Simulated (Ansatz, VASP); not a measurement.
Ta in VASP and in Ansatz

```
Ta
1.0
     2.90037    0.00000    0.00000
    -1.45019    2.51180    0.00000
     0.00000    0.00000    5.16627
Ta
2
Direct
  0.33333 0.66667 0.25000
  0.66667 0.33333 0.75000
```

Alike in both runs: functional PBE; k mesh 8 × 8 × 4; occupations fermi-dirac, width 0.05 eV; non-collinear spin, spin-orbit coupling.

|  | VASP | Ansatz |
| --- | --- | --- |
| version | VASP 6.6.1 | Ansatz 0.2.0 |
| potentials or method | VASP PAW PBE potentials, release 64 (Ta_sv_GW) | Ansatz PAW |
| plane-wave cutoff (eV) | 500 | 420 |
| valence electrons in the cell | 26 | 26 |
| task | single point | band structure |

|  | VASP | Ansatz | Ansatz less VASP |
| --- | --- | --- | --- |
| pressure (GPa) | -2.2 | -1.0 | +1.24 |
| traceless stress, the component that is largest in VASP (GPa) | -0.90 | -0.98 | -0.088 |

The functional is the same, so the differences come from potentials, cutoffs and numerics.
